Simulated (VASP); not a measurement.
# MnAs (P6_3/mmc) in VASP: vibrations by perturbation theory with PBEsol

Aim: the vibrations by perturbation theory of MnAs with PBEsol.

All numbers are computed with VASP 6.6.1; they aren't measurements. Logs are shortened: lines on timing, memory, paths and dates and some standing lists are left out, and cuts for length are marked.

## 1. The cell of the first run

The structure is hexagonal, space group P6_3/mmc (No. 194). Conventional cell: a = 3.571 Å, b = 3.571 Å, c = 5.336 Å, α = 90.00°, β = 90.00°, γ = 120.00°. Mn (site symmetry -3m) has 6 As at 2.46 Å and 2 Mn at 2.67 Å within 3.2 Å. As (site symmetry -6m2) has 6 Mn at 2.46 Å within 3.2 Å.

## 2. Vibrations by perturbation theory, PBEsol, collinear spin, ferromagnetic start

INCAR

```
SYSTEM = MnAs
ALGO = Normal
EDIFF = 1E-8
ENCUT = 500
GGA = PS
GGA_COMPAT = .FALSE.
IBRION = 8
ISIF = 2
ISMEAR = -1
ISPIN = 2
KPAR = 4
LASPH = .TRUE.
LCHARG = .FALSE.
LMAXMIX = 4
LORBIT = 11
LREAL = .FALSE.
LWAVE = .FALSE.
MAGMOM = 2.4 2.4 0 0
NELM = 200
NSW = 1
PREC = Accurate
SIGMA = 0.1
```

KPOINTS

```
k-points
0
G
  10 10 6
  0 0 0
```

POSCAR

```
MnAs
1.0
    3.5707637050      0.0000000000      0.0000000000
   -1.7853818525      3.0923720794      0.0000000000
    0.0000000000      0.0000000000      5.3362912435
Mn As
2 2
Direct
    0.0000000000      0.0000000000      0.0000000000
    0.0000000000      0.0000000000      0.5000000000
    0.3333333333      0.6666666667      0.2500000000
    0.6666666667      0.3333333333      0.7500000000
```

Potentials or basis: VASP PAW PBE potentials, release 64 (Mn_pv, As).

Launch:

```sh
$ cat potpaw_PBE.64/Mn_pv/POTCAR potpaw_PBE.64/As/POTCAR > POTCAR
$ mpirun -np 4 vasp_std > vasp.out
```

OUTCAR:

```text
SYSTEM = MnAs
   EDIFF = 1E-8
   ENCUT = 500
   GGA = PS
   IBRION = 8
   ISIF = 2
   ISMEAR = -1
   ISPIN = 2
   LASPH = .TRUE.
   LORBIT = 11
   LREAL = .FALSE.
   NELM = 200
   NSW = 1
   PREC = Accurate

 ion  position               nearest neighbor table
   1  0.000  0.000  0.000-   3 2.46   4 2.46   3 2.46   4 2.46   4 2.46   3 2.46   2 2.67   2 2.67

   2  0.000  0.000  0.500-   3 2.46   4 2.46   3 2.46   4 2.46   4 2.46   3 2.46   1 2.67   1 2.67

   3  0.333  0.667  0.250-   1 2.46   2 2.46   1 2.46   2 2.46   1 2.46   2 2.46
   4  0.667  0.333  0.750-   1 2.46   2 2.46   1 2.46   2 2.46   1 2.46   2 2.46

  LATTYP: Found a hexagonal cell.
 ALAT       =     3.5707637050
 C/A-ratio  =     1.4944397570

  Lattice vectors:

 A1 = (   3.5707637050,   0.0000000000,   0.0000000000)
 A2 = (  -1.7853818525,   3.0923720794,   0.0000000000)
 A3 = (   0.0000000000,   0.0000000000,   5.3362912435)

Analysis of symmetry for initial positions (statically):
=====================================================================
 Subroutine PRICEL returns:
 Original cell was already a primitive cell.

 Routine SETGRP: Setting up the symmetry group for a
 hexagonal supercell.

 Subroutine GETGRP returns: Found 24 space group operations
 (whereof 12 operations were pure point group operations)
 out of a pool of 24 trial point group operations.

The static configuration has the point symmetry D_3d.
 The point group associated with its full space group is D_6h.

Analysis of symmetry for dynamics (positions and initial velocities):
=====================================================================
 Subroutine PRICEL returns:
 Original cell was already a primitive cell.

 Routine SETGRP: Setting up the symmetry group for a
 hexagonal supercell.

 Subroutine GETGRP returns: Found 24 space group operations
 (whereof 12 operations were pure point group operations)
 out of a pool of 24 trial point group operations.

The dynamic configuration has the point symmetry D_3d.
 The point group associated with its full space group is D_6h.

Analysis of structural, dynamic, and magnetic symmetry:
=====================================================================
 Subroutine PRICEL returns:
 Original cell was already a primitive cell.

 Routine SETGRP: Setting up the symmetry group for a
 hexagonal supercell.

 Subroutine GETGRP returns: Found 24 space group operations
 (whereof 12 operations were pure point group operations)
 out of a pool of 24 trial point group operations.

The overall configuration has the point symmetry D_3d.
 The point group associated with its full space group is D_6h.

 Subroutine INISYM returns: Found 24 space group operations
 (whereof 12 operations are pure point group operations),
 and found     1 'primitive' translations

----------------------------------------------------------------------------------------

                                     Primitive cell

[... 1456 lines left out ...]

  FORCE on cell =-STRESS in cart. coord.  units (eV):
  Direction    XX          YY          ZZ          XY          YZ          ZX
  --------------------------------------------------------------------------------------
  -------------------------------------------------------------------------------------
  Total        0.1069619      0.1069619      0.0927439      0.0000000      0.0000000      0.0000000
  in kB        2.9083539      2.9083539      2.5217588      0.0000000      0.0000000      0.0000000
  external PRESSURE =       2.7794889 kB  Pullay stress =       0.0000000 kB

 VOLUME and BASIS-vectors are now :
 -----------------------------------------------------------------------------
  energy-cutoff  :      500.00
  volume of cell :       58.92
      direct lattice vectors                 reciprocal lattice vectors
     3.570763705  0.000000000  0.000000000     0.280052135  0.161688176  0.000000000
    -1.785381853  3.092372079  0.000000000     0.000000000  0.323376351  0.000000000
     0.000000000  0.000000000  5.336291243     0.000000000  0.000000000  0.187396069

 POSITION                                       TOTAL-FORCE (eV/Angst)
 -----------------------------------------------------------------------------------
      0.00000      0.00000      0.00000         0.000000      0.000000     -0.000000
      0.00000      0.00000      2.66815         0.000000      0.000000     -0.000000
     -0.00000      2.06158      1.33407         0.000000      0.000000     -0.000000
      1.78538      1.03079      4.00222        -0.000000      0.000000      0.000000
 -----------------------------------------------------------------------------------
    total drift:                               -0.000000      0.000000     -0.000000

  FREE ENERGIE OF THE ION-ELECTRON SYSTEM (eV)
  ---------------------------------------------------
  free  energy   TOTEN  =       -30.5799044880 eV

  energy  without entropy=      -30.4783160681  energy(sigma->0) =      -30.52911028

[... ionic steps 2 to 9 ...]

--------------------------------------- Ionic step       10  -------------------------------------------

------------------------ aborting loop because EDIFF is reached ----------------------------------------

[... ionic steps 11 to 11 ...]

--------------------------------------- Ionic step       12  -------------------------------------------

 Free energy of the ion-electron system (eV)
  ---------------------------------------------------
  ---------------------------------------------------
  free energy    TOTEN  =        -0.05476314 eV

  energy without entropy =       -0.05476315

------------------------ aborting loop because EDIFF is reached ----------------------------------------

 INTERNAL STRAIN TENSOR  FOR ION    3  DIRECTION 3   (eV/Angst):
 -----------------------------------------------------------------------------
     0.00069  0.00000  0.00000
     0.00000  0.00069 -0.00000
     0.00000  0.00000 -0.00687

 INTERNAL STRAIN TENSOR FOR ION    4 for displacements in x,y,z  (eV/Angst):
          X           Y           Z          XY          YZ          ZX
  --------------------------------------------------------------------------------
  x     0.00000    -0.00000     0.00000    -7.78514     0.00000     0.00000
  y    -7.78514     7.78514     0.00000    -0.00000     0.00000     0.00000
  z    -0.00000    -0.00000     0.00000     0.00000     0.00000     0.00000

 SECOND DERIVATIVES (NOT SYMMETRIZED)
 ------------------------------------
               1X          1Y          1Z          2X          2Y          2Z          3X          3Y          3Z          4X          4Y          4Z
  1X    -8.646787    0.000000    0.000000    0.136226    0.000000    0.000000    4.255280    0.000000    0.000000    4.255280    0.000000    0.000000
  1Y     0.000000   -8.646787    0.000000    0.000000    0.136226    0.000000    0.000000    4.255280    0.000000    0.000000    4.255280    0.000000
  1Z     0.000000    0.000000  -10.145899   -0.000000    0.000000    4.248539    0.000000    0.000000    2.948680    0.000000    0.000000    2.948680
  2X     0.136226    0.000000    0.000000   -8.646787    0.000000    0.000000    4.255280    0.000000    0.000000    4.255280    0.000000    0.000000
  2Y     0.000000    0.136226    0.000000    0.000000   -8.646787    0.000000    0.000000    4.255280    0.000000    0.000000    4.255280    0.000000
  2Z     0.000000   -0.000000    4.248539    0.000000    0.000000  -10.145899    0.000000   -0.000000    2.948680    0.000000    0.000000    2.948680
  3X     4.233810   -0.000000    0.000000    4.233810   -0.000000    0.000000   -9.525055    0.000000    0.000000    1.057434    0.000000    0.000000
  3Y    -0.000000    4.233810   -0.000000   -0.000000    4.233810    0.000000    0.000000   -9.525055    0.000000    0.000000    1.057434    0.000000
  3Z     0.000000    0.000000    2.924489    0.000000    0.000000    2.924489   -0.000000    0.000000   -7.661752   -0.000000   -0.000000    1.812774
  4X     4.233810   -0.000000    0.000000    4.233810   -0.000000    0.000000    1.057434    0.000000    0.000000   -9.525055    0.000000    0.000000
  4Y    -0.000000    4.233810   -0.000000   -0.000000    4.233810    0.000000    0.000000    1.057434    0.000000    0.000000   -9.525055    0.000000
  4Z     0.000000    0.000000    2.924489    0.000000    0.000000    2.924489   -0.000000   -0.000000    1.812774   -0.000000    0.000000   -7.661752

 Eigenvectors and eigenvalues of the dynamical matrix
 ----------------------------------------------------

   1 f  =    8.092128 THz    50.844340 2PiTHz  269.924339 cm-1    33.466338 meV
             X         Y         Z           dx          dy          dz
      0.000000  0.000000  0.000000     0.537670   -0.000001    0.000000
      0.000000  0.000000  2.668146     0.537670   -0.000001   -0.000000
     -0.000000  2.061581  1.334073    -0.459250    0.000001    0.000000
      1.785382  1.030791  4.002218    -0.459250    0.000001    0.000000
[... 71 lines left out ...]
  12 f/i=    0.013690 THz     0.086015 2PiTHz    0.456637 cm-1     0.056616 meV
             X         Y         Z           dx          dy          dz
      0.000000  0.000000  0.000000     0.000000   -0.000000    0.458828
      0.000000  0.000000  2.668146     0.000000   -0.000000    0.458828
     -0.000000  2.061581  1.334073     0.000000   -0.000000    0.538030
      1.785382  1.030791  4.002218     0.000000   -0.000000    0.538030

--------------------------------------------------------------------------------------------------------

 ELASTIC MODULI CONTR FROM IONIC RELAXATION (kBar)
 Direction    XX          YY          ZZ          XY          YZ          ZX
 --------------------------------------------------------------------------------
 XX        -311.4532    311.4532     -0.0000      0.0000     -0.0000      0.0000
 YY         311.4532   -311.4532      0.0000     -0.0000      0.0000      0.0000
 ZZ          -0.0000      0.0000     -0.0000     -0.0000     -0.0000      0.0000
 XY           0.0000     -0.0000     -0.0000   -311.4532     -0.0000      0.0000
 YZ          -0.0000      0.0000     -0.0000     -0.0000     -0.0000      0.0000
 ZX           0.0000      0.0000      0.0000      0.0000      0.0000      0.0000
 --------------------------------------------------------------------------------

 total charge

# of ion       s       p       d       tot
------------------------------------------
    1        0.314   6.308   5.201  11.822
    2        0.314   6.308   5.201  11.822
    3        1.211   1.562   0.079   2.852
    4        1.211   1.562   0.079   2.852
--------------------------------------------------
tot          3.048  15.740  10.561  29.349

 magnetization (x)

# of ion       s       p       d       tot
------------------------------------------
    1        0.026   0.023   2.399   2.447
    2        0.026   0.023   2.399   2.447
    3       -0.004  -0.094   0.006  -0.092
    4       -0.004  -0.094   0.006  -0.092
--------------------------------------------------
tot          0.044  -0.143   4.811   4.711
```

It took 9.3 min on 4 MPI ranks of AMD EPYC 7R13 (Zen 3), shared host; peak memory 1 GiB.

What came out:

| Quantity | Value |
| --- | --- |
| Net moment | 4.80 μB per cell |
| Site moments | Mn +2.45; As -0.09 μB |
| Valence electrons inside the program's atomic spheres | Mn 11.82; As 2.85 |
| Highest phonon frequency at Γ | 270 cm⁻¹ |

Phonon frequencies in cm⁻¹ (negative: imaginary):
```
              q point                                frequencies
(0.000, 0.000, 0.000)  0 0 0 185 196 196 209 209 225 267 270 270
```

Caveat: the PAW data sets were made with another functional, which shifts forces and pressure a little; only a ferromagnetic start was run, and an antiferromagnetic order may lie lower in energy.
